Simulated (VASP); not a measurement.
# FeO (I4/mmm) in VASP: further runs

FeO is run at these levels: PBE, PBEsol; tasks: single point.

All numbers are computed with VASP 6.6.1; they aren't measurements. Logs are shortened: lines on timing, memory, paths and dates and some standing lists are left out, and cuts for length are marked.

## (1) The cell of the first run

The structure is tetragonal, space group I4/mmm (No. 139). Conventional cell: a = 3.204 Å, b = 3.204 Å, c = 4.167 Å, α = 90.00°, β = 90.00°, γ = 90.00°. Within 2.8 Å of Fe (site symmetry 4/mmm) lie 6 O at 2.08 to 2.27 Å. Within 2.8 Å of O (site symmetry 4/mmm) lie 6 Fe at 2.08 to 2.27 Å.

## (2) Single point, PBE, collinear spin, ferromagnetic start

INCAR

```
PREC     = Accurate       # precision mode
ENCUT    = 520            # plane-wave cutoff, eV
EDIFF    = 1E-6           # SCF threshold, eV
ISMEAR   = -1             # smearing method
SIGMA    = 0.05           # smearing width, eV
LREAL    = F              # projectors in reciprocal space
LASPH    = T              # aspherical terms in the spheres
NELM     = 150            # most SCF steps
ALGO     = Normal         # electronic algorithm
ISIF     = 2              # what is computed and relaxed
LWAVE    = F              # write WAVECAR
LCHARG   = F              # write CHGCAR
ISPIN    = 2              # spin polarisation
MAGMOM   = 4.5 0          # initial moments
LORBIT   = 11             # projections on sites
NUPDOWN  = 4.5            # fixed moment
LMAXMIX  = 4              # l up to which the mixer works
GGA      = PE             # functional
NBANDS   = 18             # bands
```

KPOINTS

```
Automatic mesh
0
Gamma
  10 10 10
```

POSCAR

```
FeO
1.0
   -1.6021034130      1.6021034130      2.0833922500
    1.6021034130     -1.6021034130      2.0833922500
    1.6021034130      1.6021034130     -2.0833922500
Fe O
1 1
Direct
    0.0000000000      0.0000000000      0.0000000000
    0.5000000000      0.5000000000      0.0000000000
```

Potentials or basis: VASP PAW PBE potentials, release 64 (Fe, O).

Launch:

```bash
$ cat potpaw_PBE.64/Fe/POTCAR potpaw_PBE.64/O/POTCAR > POTCAR
$ mpirun -np 1 vasp_std > vasp.out
```

OUTCAR:

```text
PREC = Accurate
   ENCUT = 520
   EDIFF = 1E-6
   ISMEAR = -1
   LREAL = F
   LASPH = T
   NELM = 150
   ISIF = 2
   ISPIN = 2
   LORBIT = 11
   NUPDOWN = 4.5
   GGA = PE

 ion  position               nearest neighbor table
   1  0.000  0.000  0.000-   2 2.08   2 2.08   2 2.27   2 2.27   2 2.27   2 2.27
   2  0.500  0.500  0.000-   1 2.08   1 2.08   1 2.27   1 2.27   1 2.27   1 2.27

  LATTYP: Found a body centered tetragonal cell.
 ALAT       =     3.2042068260
 C/A-ratio  =     1.3004105934

  Lattice vectors:

 A1 = (  -1.6021034130,   1.6021034130,   2.0833922500)
 A2 = (   1.6021034130,  -1.6021034130,   2.0833922500)
 A3 = (   1.6021034130,   1.6021034130,  -2.0833922500)

Analysis of symmetry for initial positions (statically):
=====================================================================
 Subroutine PRICEL returns:
 Original cell was already a primitive cell.

 Routine SETGRP: Setting up the symmetry group for a
 body centered tetragonal supercell.

 Subroutine GETGRP returns: Found 16 space group operations
 (whereof 16 operations were pure point group operations)
 out of a pool of 16 trial point group operations.

The static configuration has the point symmetry D_4h.

Analysis of symmetry for dynamics (positions and initial velocities):
=====================================================================
 Subroutine PRICEL returns:
 Original cell was already a primitive cell.

 Routine SETGRP: Setting up the symmetry group for a
 body centered tetragonal supercell.

 Subroutine GETGRP returns: Found 16 space group operations
 (whereof 16 operations were pure point group operations)
 out of a pool of 16 trial point group operations.

The dynamic configuration has the point symmetry D_4h.

Analysis of structural, dynamic, and magnetic symmetry:
=====================================================================
 Subroutine PRICEL returns:
 Original cell was already a primitive cell.

 Routine SETGRP: Setting up the symmetry group for a
 body centered tetragonal supercell.

 Subroutine GETGRP returns: Found 16 space group operations
 (whereof 16 operations were pure point group operations)
 out of a pool of 16 trial point group operations.

The overall configuration has the point symmetry D_4h.

 Subroutine INISYM returns: Found 16 space group operations
 (whereof 16 operations are pure point group operations),
 and found     1 'primitive' translations

----------------------------------------------------------------------------------------

                                     Primitive cell

  volume of cell :      21.3901

  direct lattice vectors                    reciprocal lattice vectors
    -1.602103413  1.602103413  2.083392250     0.000000000  0.312089717  0.239993213
     1.602103413 -1.602103413  2.083392250     0.312089717  0.000000000  0.239993213
     1.602103413  1.602103413 -2.083392250     0.312089717  0.312089717  0.000000000

  length of vectors
     3.077985373  3.077985373  3.077985373     0.393696245  0.393696245  0.441361510

  position of ions in fractional coordinates (direct lattice)
     0.000000000  0.000000000  0.000000000
     0.500000000  0.500000000  0.000000000

  ion indices of the primitive-cell ions
   primitive index   ion index
                 1           1
                 2           2

----------------------------------------------------------------------------------------

 KPOINTS: Automatic mesh

Automatic generation of k-mesh.
 Grid dimensions read from file:
 generate k-points for:   10   10   10

 Generating k-lattice:

  Cartesian coordinates                     Fractional coordinates (reciprocal lattice)
     0.000000000  0.031208972  0.023999321     0.100000000  0.000000000  0.000000000
     0.031208972  0.000000000  0.023999321     0.000000000  0.100000000  0.000000000
     0.031208972  0.031208972  0.000000000     0.000000000  0.000000000  0.100000000

  Length of vectors
     0.039369625  0.039369625  0.044136151

  Shift w.r.t. Gamma in fractional coordinates (k-lattice)
     0.000000000  0.000000000  0.000000000

 Subroutine IBZKPT returns following result:
 ===========================================

 Found    102 irreducible k-points:

 Following reciprocal coordinates:
            Coordinates               Weight
  0.000000  0.000000  0.000000      1.000000
  0.100000  0.000000 -0.000000      8.000000
  0.200000  0.000000 -0.000000      8.000000
  0.300000  0.000000 -0.000000      8.000000
  0.400000  0.000000 -0.000000      8.000000
  0.500000  0.000000 -0.000000      4.000000
[... 16 lines left out ...]
  0.300000  0.300000  0.000000      8.000000
  0.400000  0.300000 -0.000000     16.000000
 [... further k-points ...]
   k-points           NKPTS =    102   k-points in BZ     NKDIM =    102   number of bands    NBANDS=     18
   number of dos      NEDOS =    301   number of ions     NIONS =      2
   total plane-waves  NPLWV =  13824
   dimension x,y,z NGX =    24 NGY =   24 NGZ =   24
   dimension x,y,z NGXF=    48 NGYF=   48 NGZF=   48
   ions per type =               1   1
   NGX,Y,Z   is equivalent  to a cutoff of  12.96, 12.96, 12.96 a.u.
   NGXF,Y,Z  is equivalent  to a cutoff of  25.93, 25.93, 25.93 a.u.
 SYSTEM =  unknown system
   PREC   = accura    normal or accurate (medium, high low for compatibility)
   ISTART =      0    job   : 0-new  1-cont  2-samecut
   ICHARG =      2    charge: 1-file 2-atom 10-const
   ISPIN  =      2    spin polarized calculation?
   LNONCOLLINEAR =      F non collinear calculations
   LSORBIT =      F    spin-orbit coupling
   LASPH  =      T    aspherical Exc in radial PAW
   ENCUT  =  520.0 eV  38.22 Ry    6.18 a.u.   5.72  5.72  5.72*2*pi/ulx,y,z
   NELM   =    150;   NELMIN=  2; NELMDL= -5     # of ELM steps
   EDIFF  = 0.1E-05   stopping-criterion for ELM
   LREAL  =      F    real-space projection
   EDIFFG = 0.1E-04   stopping-criterion for IOM
   NSW    =      0    number of steps for IOM
   IBRION =     -1    ionic relax: 0-MD 1-quasi-New 2-CG
   NFREE  =      0    steps in history (QN), initial steepest desc. (CG)
   ISIF   =      2    stress and relaxation
   ISYM   =      2    0-nonsym 1-usesym 2-fastsym
   POTIM  = 0.5000    time-step for ionic-motion
   TEBEG  =    0.0;   TEEND  =   0.0 temperature during run
   PSTRESS=    0.0 pullay stress
   NELECT =      14.0000    total number of electrons
   NUPDOWN=       4.5000    fix difference up-down
   EMIN   =  10.00;   EMAX   =-10.00  energy-range for DOS
   EFERMI =   0.00;   METHOD = LEGACY
   ISMEAR =    -1;   SIGMA  =   0.05  broadening in eV -4-tet -1-fermi 0-gaus
   EFERMI_NEDOS =   21; number of points for ismear=-14 and -15
   IALGO  =     38    algorithm
   IMIX   =      4    mixing-type and parameters
     AMIX     =   0.40;   BMIX     =  1.00
     AMIX_MAG =   1.60;   BMIX_MAG =  1.00
  volume/ion in A,a.u.               =      10.70        72.17
  Fermi-wavevector in a.u.,A,eV,Ry     =   1.421391  2.686039 27.488551  2.020352
  Thomas-Fermi vector in A             =   2.542205
   LORBIT       =     11    0 simple, 1 ext, 2 COOP (PROOUT), +10 PAW based schemes
   GGA     = PE    functional components
   LHFCALC =     F    Hartree Fock is set to
   AEXX    =    0.0000 exact exchange contribution
   IVDW    =     0    specifies the selected vdW correction
   LEPSILON=     F    determine dielectric tensor
   LRPA    =     F    only Hartree local field effects (RPA)
 spin polarized calculation
  energy-cutoff  :      520.00
  volume of cell :       21.39
 maximum number of plane-waves:       588
   NGX = 11   NGY = 11   NGZ = 11

 number of electron      14.0000002 magnetization       4.5000002

 Free energy of the ion-electron system (eV)
  ---------------------------------------------------
  ext. energy  EPLUGINS =         0.00000000
  ---------------------------------------------------
  free energy    TOTEN  =       -14.10211976 eV

  energy without entropy =      -14.08963912  energy(sigma->0) =      -14.09587944

 E-fermi :   4.9994     XC(G=0): -11.8457

 val. band max:        9.2907012779   @ k =   0.2000   0.1000   0.1000
 cond. band min:       5.0020544953   @ k =  -0.1000   0.1000   0.1000
 fundamental gap:     -4.2886467826
 Fermi energy:         9.3148824852

 spin component 1

 k-point     1 :       0.0000    0.0000    0.0000
  band No.  band energies     occupation
      1     -14.7998      1.00000
      2       0.9441      1.00000
      3       0.9441      1.00000
      4       1.1096      1.00000
      5       1.2039      1.00000
      6       1.2783      1.00000
[... 10 lines left out ...]
     17      26.7156      0.00000
     18      26.8164      0.00000
[... 463 lines left out ...]
 k-point    24 :       0.4000    0.3000   -0.0000
  band No.  band energies     occupation
      1     -13.7199      1.00000
      2      -1.8091      1.00000
      3      -1.2452      1.00000
      4      -0.7140      1.00000
      5       1.4382      1.00000
      6       1.7397      1.00000
[... 10 lines left out ...]
     17      31.2564      0.00000
     18      33.3514      0.00000

 [... further k-points ...]

 spin component 2

 k-point     1 :       0.0000    0.0000    0.0000
  band No.  band energies     occupation
      1     -14.0067      1.00000
      2       2.4391      1.00000
      3       2.7828      1.00000
      4       2.7828      1.00000
      5       4.4510      0.99998
      6       4.4510      0.99998
[... 10 lines left out ...]
     17      27.9382      0.00000
     18      28.6477      0.00000
[... 463 lines left out ...]
 k-point    24 :       0.4000    0.3000   -0.0000
  band No.  band energies     occupation
      1     -12.8892      1.00000
      2      -0.7345      1.00000
      3      -0.0817      1.00000
      4       0.9595      1.00000
      5       4.9377      0.77473
      6       5.4378      0.00016
[... 10 lines left out ...]
     17      32.3083      0.00000
     18      34.2989      0.00000

 [... further k-points ...]

------------------------ aborting loop because EDIFF is reached ----------------------------------------

  FORCE on cell =-STRESS in cart. coord.  units (eV):
  Direction    XX          YY          ZZ          XY          YZ          ZX
  --------------------------------------------------------------------------------------
  -------------------------------------------------------------------------------------
  Total       -0.2009934     -0.2009934      0.7964273      0.0000000      0.0000000      0.0000000
  in kB      -15.0549809    -15.0549809     59.6546880      0.0000000      0.0000000      0.0000000
  external PRESSURE =       9.8482421 kB  Pullay stress =       0.0000000 kB

 VOLUME and BASIS-vectors are now :
 -----------------------------------------------------------------------------
  energy-cutoff  :      520.00
  volume of cell :       21.39
      direct lattice vectors                 reciprocal lattice vectors
    -1.602103413  1.602103413  2.083392250     0.000000000  0.312089717  0.239993213
     1.602103413 -1.602103413  2.083392250     0.312089717  0.000000000  0.239993213
     1.602103413  1.602103413 -2.083392250     0.312089717  0.312089717  0.000000000

 POSITION                                       TOTAL-FORCE (eV/Angst)
 -----------------------------------------------------------------------------------
      0.00000      0.00000      0.00000         0.000000     -0.000000      0.000000
      0.00000      0.00000      2.08339        -0.000000      0.000000      0.000000
 -----------------------------------------------------------------------------------
    total drift:                               -0.000000      0.000000     -0.000000

  FREE ENERGIE OF THE ION-ELECTRON SYSTEM (eV)
  ---------------------------------------------------
  free  energy   TOTEN  =       -14.1021197620 eV

  energy  without entropy=      -14.0896391163  energy(sigma->0) =      -14.09587944

 total charge

# of ion       s       p       d       tot
------------------------------------------
    1        0.326   0.354   5.922   6.602
    2        1.583   3.385   0.000   4.968
--------------------------------------------------
tot          1.909   3.739   5.922  11.570

 magnetization (x)

# of ion       s       p       d       tot
------------------------------------------
    1        0.079   0.046   3.729   3.855
    2        0.059   0.384   0.000   0.443
--------------------------------------------------
tot          0.138   0.430   3.729   4.298
```

Wall time 92 s (1 thread of Intel Xeon 8259CL, shared host); peak memory 0.19 GiB.

What came out:

```
Free energy                                           : -14.1021 eV
Pressure                                              : 1.0 GPa
Net moment                                            : 4.50 μB per cell
Site moments                                          : Fe +3.85; O +0.44 μB
Valence electrons inside the program's atomic spheres : Fe 6.60; O 4.97
```

Stress tensor (GPa, compression positive):
```
-1.51  0.00  0.00
 0.00 -1.51  0.00
 0.00  0.00  5.97
```

Caveat: the total moment is fixed, so each spin has its own Fermi level; a cell with one magnetic atom can't hold antiferromagnetic order, which such compounds often take.

## (3) Single point, PBE, collinear spin, ferromagnetic start

INCAR

```
SYSTEM = FeO
PREC     = Accurate       ! precision mode
ENCUT    = 520            ! plane-wave cutoff, eV
EDIFF    = 1E-6           ! SCF threshold, eV
ISMEAR   = -1             ! smearing method
SIGMA    = 0.05           ! smearing width, eV
LREAL    = .FALSE.        ! projectors in reciprocal space
LASPH    = .TRUE.         ! aspherical terms in the spheres
NELM     = 150            ! most SCF steps
ALGO     = Normal         ! electronic algorithm
ISIF     = 2              ! what is computed and relaxed
LWAVE    = .FALSE.        ! write WAVECAR
LCHARG   = .FALSE.        ! write CHGCAR
ISPIN    = 2              ! spin polarisation
MAGMOM   = 6 0            ! initial moments
LORBIT   = 11             ! projections on sites
NUPDOWN  = 6.0            ! fixed moment
LMAXMIX  = 4              ! l up to which the mixer works
GGA      = PE             ! functional
NBANDS   = 18             ! bands
```

KPOINTS

```
Automatic mesh
0
G
  10 10 10
  0 0 0
```

POSCAR is that of step 2.

Potentials or basis: VASP PAW PBE potentials, release 64 (Fe, O).

Launch:

```bash
$ cat potpaw_PBE.64/Fe/POTCAR potpaw_PBE.64/O/POTCAR > POTCAR
$ mpirun -np 1 vasp_std > vasp.out
```

Run time: 1.7 min. Hardware: 1 thread of Intel Xeon 8259CL, shared host; peak memory 0.19 GiB.

It converged, with:

- Free energy: -9.4006 eV
- Pressure: 39.2 GPa
- Net moment: 6.00 μB per cell
- Site moments: Fe +4.60; O +0.83 μB
- Valence electrons inside the program's atomic spheres: Fe 6.50; O 4.94

Stress tensor (GPa, compression positive):
```
36.36  0.00  0.00
 0.00 36.36  0.00
 0.00  0.00 45.03
```

Caveat: the cell stands under pressure; the total moment is fixed, so each spin has its own Fermi level; a cell with one magnetic atom can't hold antiferromagnetic order, which such compounds often take.

## (4) Single point, PBE, collinear spin, ferromagnetic start

INCAR

```
PREC = Accurate ; ENCUT = 520
EDIFF = 1E-6 ; ISMEAR = -1
SIGMA = 0.05 ; LREAL = False
LASPH = True ; NELM = 150
ALGO = Normal ; ISIF = 2
LWAVE = False ; LCHARG = True
ISPIN = 2 ; MAGMOM = -2.68 0
LORBIT = 11 ; LMAXMIX = 4
GGA = PE ; LELF = True
LVHAR = True ; NBANDS = 18
```

KPOINTS

```
Automatic mesh
0
Gamma
  12 12 12
```

POSCAR is that of step 3.

Launch:

```bash
$ cat potpaw_PBE.64/Fe/POTCAR potpaw_PBE.64/O/POTCAR > POTCAR
$ mpirun -np 1 vasp_std > vasp.out
```

Run time: 2.4 min. Hardware: 1 thread of Intel Xeon 8259CL, shared host; peak memory 0.22 GiB.

The run converged. Its results:

```yaml
Free_energy: -14.8704 eV
Pressure: -8.6 GPa
Band_gap_on_the_k_mesh: zero (filled and empty bands overlap)
Net_moment: -4.00 μB per cell
Site_moments: Fe -3.62; O -0.29 μB
Valence_electrons_inside_the_program's_atomic_spheres: Fe 6.66; O 4.97
```

Stress tensor (GPa, compression positive):
```
-10.33   0.00   0.00
  0.00 -10.33   0.00
  0.00   0.00  -5.23
```

Levels at points of the mesh, in eV from the Fermi level:
Spin up:
| k point | band 1 | band 2 | band 3 | band 4 | band 5 | band 6 | band 7 | band 8 | band 9 | band 10 |
| --- | --- | --- | --- | --- | --- | --- | --- | --- | --- | --- |
| (0.00, 0.00, 0.00) | -19.73 | -3.28 | -2.96 | -2.96 | -0.72 | -0.72 | -0.47 | -0.23 | 0.12 | 1.13 |
| (0.50, 0.00, 0.00) | -18.69 | -7.51 | -4.92 | -4.74 | 0.22 | 0.51 | 0.62 | 2.27 | 2.83 | 4.37 |
| (0.50, 0.50, 0.00) | -18.73 | -6.49 | -4.35 | -3.79 | -1.81 | 0.48 | 0.59 | 0.77 | 1.07 | 6.21 |
| (0.50, 0.50, 0.50) | -18.59 | -6.33 | -4.31 | -4.31 | -1.94 | 0.70 | 0.70 | 0.79 | 1.08 | 6.32 |
Spin down:
```
           k point  band 7  band 8  band 9  band 10  band 11  band 12
(0.00, 0.00, 0.00)   -3.56   -3.54   -3.54    -0.12    15.33    16.54
(0.50, 0.00, 0.00)   -2.51   -0.82   -0.21     3.89     7.90    11.22
(0.50, 0.50, 0.00)   -2.90   -2.87   -2.82     4.85     7.95    10.85
(0.50, 0.50, 0.50)   -2.87   -2.87   -2.80     4.98     9.02     9.80
```

Caveat: the cell stands under tension; a cell with one magnetic atom can't hold antiferromagnetic order, which such compounds often take; semilocal functionals often make such compounds metallic where correlation or magnetic order opens a gap, which also shifts bond lengths.

[end of part 1 of 2]
